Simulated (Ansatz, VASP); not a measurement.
## Ir in VASP and in Ansatz

```
CELL_PARAMETERS angstrom
0.00000 2.62722 2.62722
2.62722 0.00000 2.62722
2.62722 2.62722 0.00000
ATOMIC_POSITIONS crystal
Ir 0.91250 0.86250 0.86250
Ir 0.08750 0.13750 0.13750
```

Change from the starting cell: shortest bond scaled by 1.1, LAPW.

Alike in both runs: task single point; functional PBE; k mesh 10 × 10 × 10; occupations fermi-dirac, width 0.05 eV; no spin polarisation.

|  | VASP | Ansatz |
| --- | --- | --- |
| version | VASP 6.6.1 | Ansatz 0.2.0 |
| potentials or method | VASP PAW PBE potentials, release 64 (Ir), cutoff 520 eV | all-electron LAPW, scalar-relativistic |

Ansatz gave:

```
pressure (GPa)                                                : 56.4
traceless stress, the component that is largest in VASP (GPa) : 19.64
rms of the force components (eV/Å)                            : 3.536
```

**Question.** Estimate VASP's values.

**Answer.** Pressure (GPa): 53.2; traceless stress, the component that is largest in VASP (GPa): 18.47; rms of the force components (eV/Å): 3.410.

Atom by atom the forces differ by 0.126 eV/Å (rms over components). Both programs put the cell under a high pressure, so it lies far from rest at this level. Ansatz ran all-electron here, and VASP with PAW potentials.

Spin-orbit coupling is off throughout.
